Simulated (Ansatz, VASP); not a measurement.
AlNi in VASP and in Ansatz

```xyz
2
Lattice="2.0530 -2.0530 0.0000 2.0530 2.0530 0.0000 0.0000 0.0000 2.9011" Properties=species:S:1:pos:R:3 pbc="T T T"
Al    0.0000    0.0000    0.0000
Ni    2.0530    0.0000    1.4506
```

Change from the starting cell: strain +0.0050 x Voigt [1, 1, 0, 0, 0, 0], atoms carried along.

Alike in both runs: task single point; functional PBE; k mesh 20 × 20 × 20; occupations gaussian, width 0.15 eV; no spin polarisation.

|  | VASP | Ansatz |
| --- | --- | --- |
| version | VASP 6.6.1 | Ansatz 0.2.0 |
| potentials or method | VASP PAW PBE potentials, release 64 (Al, Ni), cutoff 520 eV | scalar-relativistic, plane waves, PAW |
| valence electrons in the cell | 13 | 21 |

|  | VASP | Ansatz | Ansatz less VASP |
| --- | --- | --- | --- |
| gap on the k mesh at the Fermi level (eV) | none | none | - |
| pressure (GPa) | -1.7 | -1.5 | +0.21 |

A gap of «none» marks a metal or a gap that the smearing closes. VASP's potentials hold 13 valence electrons a cell and Ansatz's 21, so a difference there can come from the potentials and not from the codes.
